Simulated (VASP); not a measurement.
# AlNiC4N4 (P-43m) in VASP: further runs, part 2 of 2

VASP 6.6.1.

**3. Single point, PBE, collinear spin, ferromagnetic start**

This run uses another cell than the first one, of 19.82 Å³/atom.

INCAR reads:

```
  ALGO = Normal
  EDIFF = 1E-7
  ENCUT = 520
  GGA = PE
  ISIF = 2
  ISMEAR = 0
  ISPIN = 2
  LASPH = T
  LCHARG = F
  LMAXMIX = 4
  LORBIT = 11
  LREAL = F
  LWAVE = F
  MAGMOM = 0 2 0 0 0 0 0 0 0 0
  NBANDS = 40
  NELM = 150
  PREC = Accurate
  SIGMA = 0.1
```

KPOINTS reads:

```
k-points
0
Gamma
  4 4 4
```

POSCAR reads:

```
AlNiC4N4
1.0
    5.8306603700      0.0000000000      0.0000000000
    0.0000000000      5.8306603700      0.0000000000
    0.0000000000      0.0000000000      5.8306603700
Al Ni C N
1 1 4 4
Direct
    0.5000000000      0.5000000000      0.5000000000
    0.0000000000      0.0000000000      0.0000000000
    0.1898207700      0.1898207700      0.1898207700
    0.1898207700      0.8101792300      0.8101792300
    0.8101792300      0.1898207700      0.8101792300
    0.8101792300      0.8101792300      0.1898207700
    0.3056738300      0.3056738300      0.3056738300
    0.3056738300      0.6943261700      0.6943261700
    0.6943261700      0.3056738300      0.6943261700
    0.6943261700      0.6943261700      0.3056738300
```

Potentials or basis: VASP PAW PBE potentials, release 64 (Al, Ni, C, N).

The run is started by

```bash
$ cat potpaw_PBE.64/Al/POTCAR potpaw_PBE.64/Ni/POTCAR potpaw_PBE.64/C/POTCAR potpaw_PBE.64/N/POTCAR > POTCAR
$ mpirun -np 1 vasp_std > vasp.out
```

OUTCAR:

```text
EDIFF = 1E-7
   ENCUT = 520
   GGA = PE
   ISIF = 2
   ISMEAR = 0
   ISPIN = 2
   LASPH = T
   LORBIT = 11
   LREAL = F
   NELM = 150
   PREC = Accurate

 ion  position               nearest neighbor table
   1  0.500  0.500  0.500-   7 1.96   8 1.96   9 1.96  10 1.96
   2  0.000  0.000  0.000-   3 1.92   4 1.92   5 1.92   6 1.92
   3  0.190  0.190  0.190-   7 1.17   2 1.92
   4  0.190  0.810  0.810-   8 1.17   2 1.92
   5  0.810  0.190  0.810-   9 1.17   2 1.92
   6  0.810  0.810  0.190-  10 1.17   2 1.92
   7  0.306  0.306  0.306-   3 1.17   1 1.96
   8  0.306  0.694  0.694-   4 1.17   1 1.96
   9  0.694  0.306  0.694-   5 1.17   1 1.96
  10  0.694  0.694  0.306-   6 1.17   1 1.96

  LATTYP: Found a simple cubic cell.
 ALAT       =     5.8306603700

  Lattice vectors:

 A1 = (   5.8306603700,   0.0000000000,   0.0000000000)
 A2 = (   0.0000000000,   5.8306603700,   0.0000000000)
 A3 = (   0.0000000000,   0.0000000000,   5.8306603700)

Analysis of symmetry for initial positions (statically):
=====================================================================
 Subroutine PRICEL returns:
 Original cell was already a primitive cell.

 Routine SETGRP: Setting up the symmetry group for a
 simple cubic supercell.

 Subroutine GETGRP returns: Found 24 space group operations
 (whereof 24 operations were pure point group operations)
 out of a pool of 48 trial point group operations.

The static configuration has the point symmetry T_d .

Analysis of symmetry for dynamics (positions and initial velocities):
=====================================================================
 Subroutine PRICEL returns:
 Original cell was already a primitive cell.

 Routine SETGRP: Setting up the symmetry group for a
 simple cubic supercell.

 Subroutine GETGRP returns: Found 24 space group operations
 (whereof 24 operations were pure point group operations)
 out of a pool of 48 trial point group operations.

The dynamic configuration has the point symmetry T_d .

Analysis of structural, dynamic, and magnetic symmetry:
=====================================================================
 Subroutine PRICEL returns:
 Original cell was already a primitive cell.

 Routine SETGRP: Setting up the symmetry group for a
 simple cubic supercell.

 Subroutine GETGRP returns: Found 24 space group operations
 (whereof 24 operations were pure point group operations)
 out of a pool of 48 trial point group operations.

The overall configuration has the point symmetry T_d .

 Subroutine INISYM returns: Found 24 space group operations
 (whereof 24 operations are pure point group operations),
 and found     1 'primitive' translations

----------------------------------------------------------------------------------------

                                     Primitive cell

  volume of cell :     198.2226

  direct lattice vectors                    reciprocal lattice vectors
     5.830660370  0.000000000  0.000000000     0.171507160  0.000000000  0.000000000
     0.000000000  5.830660370  0.000000000     0.000000000  0.171507160  0.000000000
     0.000000000  0.000000000  5.830660370     0.000000000  0.000000000  0.171507160

  length of vectors
     5.830660370  5.830660370  5.830660370     0.171507160  0.171507160  0.171507160

  position of ions in fractional coordinates (direct lattice)
     0.500000000  0.500000000  0.500000000
[... 100 lines left out ...]
  volume/ion in A,a.u.               =      19.82       133.77
  Fermi-wavevector in a.u.,A,eV,Ry     =   1.027438  1.941577 14.362713  1.055630
  Thomas-Fermi vector in A             =   2.161383
   LORBIT       =     11    0 simple, 1 ext, 2 COOP (PROOUT), +10 PAW based schemes
   GGA     = PE    functional components
   LHFCALC =     F    Hartree Fock is set to
   AEXX    =    0.0000 exact exchange contribution
   IVDW    =     0    specifies the selected vdW correction
   LEPSILON=     F    determine dielectric tensor
   LRPA    =     F    only Hartree local field effects (RPA)
 spin polarized calculation
 Gauss-broadening in eV      SIGMA  =   0.10
  energy-cutoff  :      520.00
  volume of cell :      198.22
 maximum number of plane-waves:      5400
 NGX is ok and might be reduce to    48
   NGX = 21   NGY = 21   NGZ = 21

 number of electron      49.0000011 magnetization       1.0000891

 Free energy of the ion-electron system (eV)
  ---------------------------------------------------
  ext. energy  EPLUGINS =         0.00000000
  ---------------------------------------------------
  free energy    TOTEN  =       -78.13160186 eV

  energy without entropy =      -78.06835805  energy(sigma->0) =      -78.09997996

 E-fermi :  -0.4239     XC(G=0):  -7.1693

 val. band max:       -0.4403652165   @ k =   0.2500   0.2500   0.2500
 cond. band min:      -0.4216019189   @ k =   0.5000   0.2500   0.2500
 fundamental gap:      0.0187632976
 Fermi energy:        -0.4238829873

 spin component 1

 k-point     1 :       0.0000    0.0000    0.0000
  band No.  band energies     occupation
      1     -18.5557      1.00000
      2     -18.3829      1.00000
      3     -18.3829      1.00000
      4     -18.3829      1.00000
      5      -9.9784      1.00000
      6      -8.1286      1.00000
[... 379 lines left out ...]
     35       6.2205      0.00000
     36       6.2205      0.00000
 Fermi energy:        -0.4238829873

 spin component 2

 k-point     1 :       0.0000    0.0000    0.0000
  band No.  band energies     occupation
      1     -18.5300      1.00000
      2     -18.3567      1.00000
      3     -18.3567      1.00000
      4     -18.3567      1.00000
      5      -9.9596      1.00000
      6      -8.0988      1.00000
[... 379 lines left out ...]
     35       6.2626      0.00000
     36       6.2626      0.00000
 [bands above 36 left out]

------------------------ aborting loop because EDIFF is reached ----------------------------------------

  FORCE on cell =-STRESS in cart. coord.  units (eV):
  Direction    XX          YY          ZZ          XY          YZ          ZX
  --------------------------------------------------------------------------------------
  -------------------------------------------------------------------------------------
  Total       -4.1837921     -4.1837921     -4.1837921      0.0000000      0.0000000     -0.0000000
  in kB      -33.8164055    -33.8164055    -33.8164055      0.0000000      0.0000000     -0.0000000
  external PRESSURE =     -33.8164055 kB  Pullay stress =       0.0000000 kB

 VOLUME and BASIS-vectors are now :
 -----------------------------------------------------------------------------
  energy-cutoff  :      520.00
  volume of cell :      198.22
      direct lattice vectors                 reciprocal lattice vectors
     5.830660370  0.000000000  0.000000000     0.171507160  0.000000000  0.000000000
     0.000000000  5.830660370  0.000000000     0.000000000  0.171507160  0.000000000
     0.000000000  0.000000000  5.830660370     0.000000000  0.000000000  0.171507160

 POSITION                                       TOTAL-FORCE (eV/Angst)
 -----------------------------------------------------------------------------------
      2.91533      2.91533      2.91533        -0.000000      0.000000     -0.000000
      0.00000      0.00000      0.00000        -0.000000     -0.000000      0.000000
      1.10678      1.10678      1.10678        -0.800744     -0.800744     -0.800744
      1.10678      4.72388      4.72388        -0.800744      0.800744      0.800744
      4.72388      1.10678      4.72388         0.800744     -0.800744      0.800744
      4.72388      4.72388      1.10678         0.800744      0.800744     -0.800744
      1.78228      1.78228      1.78228         1.669870      1.669870      1.669870
      1.78228      4.04838      4.04838         1.669870     -1.669870     -1.669870
      4.04838      1.78228      4.04838        -1.669870      1.669870     -1.669870
      4.04838      4.04838      1.78228        -1.669870     -1.669870      1.669870
 -----------------------------------------------------------------------------------
    total drift:                               -0.000000     -0.000000     -0.000000

  FREE ENERGIE OF THE ION-ELECTRON SYSTEM (eV)
  ---------------------------------------------------
  free  energy   TOTEN  =       -78.1316018636 eV

  energy  without entropy=      -78.0683580492  energy(sigma->0) =      -78.09997996

 total charge

# of ion       s       p       d       tot
------------------------------------------
    1        0.301   0.329   0.000   0.630
    2        0.493   0.752   8.237   9.481
    3        0.967   1.575   0.000   2.543
    4        0.967   1.575   0.000   2.543
    5        0.967   1.575   0.000   2.543
    6        0.967   1.575   0.000   2.543
    7        1.282   2.662   0.000   3.944
    8        1.282   2.662   0.000   3.944
    9        1.282   2.662   0.000   3.944
   10        1.282   2.662   0.000   3.944
--------------------------------------------------
tot          9.790  18.032   8.237  36.059

 magnetization (x)

# of ion       s       p       d       tot
------------------------------------------
    1        0.000  -0.000   0.000   0.000
    2        0.003   0.049   0.740   0.792
    3        0.007   0.005   0.000   0.012
    4        0.007   0.005   0.000   0.012
    5        0.007   0.005   0.000   0.012
    6        0.007   0.005   0.000   0.012
    7        0.001   0.012   0.000   0.014
    8        0.001   0.012   0.000   0.014
    9        0.001   0.012   0.000   0.014
   10        0.001   0.012   0.000   0.014
--------------------------------------------------
tot          0.035   0.120   0.740   0.895
```

It took 4.3 min on 1 thread of Intel Xeon Platinum 8259CL at 2.50GHz (Skylake/Cascade Lake), shared host; peak memory 0.47 GiB.

What came out:

```yaml
Free_energy: -78.1316 eV
Pressure: -3.4 GPa
Largest_force: 2.892 eV/Å
Band_gap_on_the_k_mesh: zero (filled and empty bands overlap)
Net_moment: 1.00 μB per cell
Site_moments: Al +0.00; Ni +0.79; C +0.01; N +0.01 μB
Valence_electrons_inside_the_program's_atomic_spheres: Al 0.63; Ni 9.48; C 2.54; N 3.94
```

Forces in eV/Å, atoms in the order of the input:
```
Al   0.000  0.000  0.000
Ni   0.000  0.000  0.000
C   -0.801 -0.801 -0.801
C   -0.801  0.801  0.801
C    0.801 -0.801  0.801
C    0.801  0.801 -0.801
N    1.670  1.670  1.670
N    1.670 -1.670 -1.670
N   -1.670  1.670 -1.670
N   -1.670 -1.670  1.670
```

Levels at points of the mesh, in eV from the Fermi level:
Spin up:
```tsv
k point	band 23	band 24	band 25	band 26	band 27	band 28
(0.00, 0.00, 0.00)	-0.89	-0.89	-0.89	3.22	3.22	3.22
(0.50, 0.00, 0.00)	-0.81	-0.66	-0.66	3.27	3.27	3.53
(0.50, 0.50, 0.00)	-0.79	-0.63	-0.63	3.45	3.66	3.69
(0.50, 0.50, 0.50)	-0.80	-0.80	-0.80	3.68	3.68	3.68
```
Spin down:
| k point | band 22 | band 23 | band 24 | band 25 | band 26 | band 27 | band 28 | band 29 |
| --- | --- | --- | --- | --- | --- | --- | --- | --- |
| (0.00, 0.00, 0.00) | -1.25 | -0.22 | -0.22 | -0.22 | 3.41 | 3.41 | 3.41 | 4.01 |
| (0.50, 0.00, 0.00) | -1.15 | -0.11 | 0.03 | 0.03 | 3.37 | 3.37 | 3.60 | 3.82 |
| (0.50, 0.50, 0.00) | -1.16 | -0.07 | 0.07 | 0.07 | 3.53 | 3.75 | 3.75 | 3.81 |
| (0.50, 0.50, 0.50) | -1.24 | -0.10 | -0.10 | -0.10 | 3.83 | 3.83 | 3.83 | 4.10 |

Caveat: the cell stands under tension; a cell with one magnetic atom can't hold antiferromagnetic order, which such compounds often take; forces of over 1 eV/Å act on the atoms, so gaps and moduli don't describe the material at rest. With open d or f shells a metallic result of PBE can be an artefact of self-interaction; +U or a hybrid may open a gap.
